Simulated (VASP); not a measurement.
**Mn: single point with HSE06**

Crystal: Mn.

```
Mn
1.0
     0.00000    1.72033    1.72033
     1.72033    0.00000    1.72033
     1.72033    1.72033    0.00000
Mn
1
Direct
  0.00000 0.00000 0.00000
```

| Quantity | Value |
| --- | --- |
| Program | VASP 6.6.1 |
| Task | single point |
| Functional | HSE06 |
| Potentials or basis | VASP PAW PBE potentials, release 64 (Mn_pv) |
| Cutoff | 520 eV |
| k mesh | 6 × 6 × 6 |
| Occupations | fermi-dirac, width 0.1 eV |
| Spin | no spin polarisation |
| Dipole correction | no |
| Grid for exact exchange (PRECFOCK) | Normal |
| Further INCAR settings | ALGO = Normal; EDIFF = 1e-06; NBANDS = 12 |
| Screening parameter | 0.2079 1/Å |

```yaml
Pressure: 1.7 GPa
```

Levels at points of the mesh, in eV from the Fermi level:
```csv
k point,band 4,band 5,band 6,band 7,band 8,band 9
"(0.00, 0.00, 0.00)",-10.11,-2.54,-2.54,-2.54,1.13,1.13
"(0.50, 0.00, 0.00)",-6.37,-2.17,-2.17,0.00,2.07,2.07
"(0.50, 0.50, 0.00)",-6.17,-5.86,1.93,1.93,2.62,3.72
```

Wall time 11 min on 1 thread of AMD EPYC 7R43 64-Core Processor (Zen 3), on a shared host, peak memory 0.18 GiB.

Caveat: the k points lie up to 0.53 Å⁻¹ apart; the PAW data sets were made with another functional, which shifts forces and pressure a little; the run has no spin polarisation, though such a crystal can be magnetic. Spin polarisation is off, so any magnetic state and its effect on volume and gap are missing.
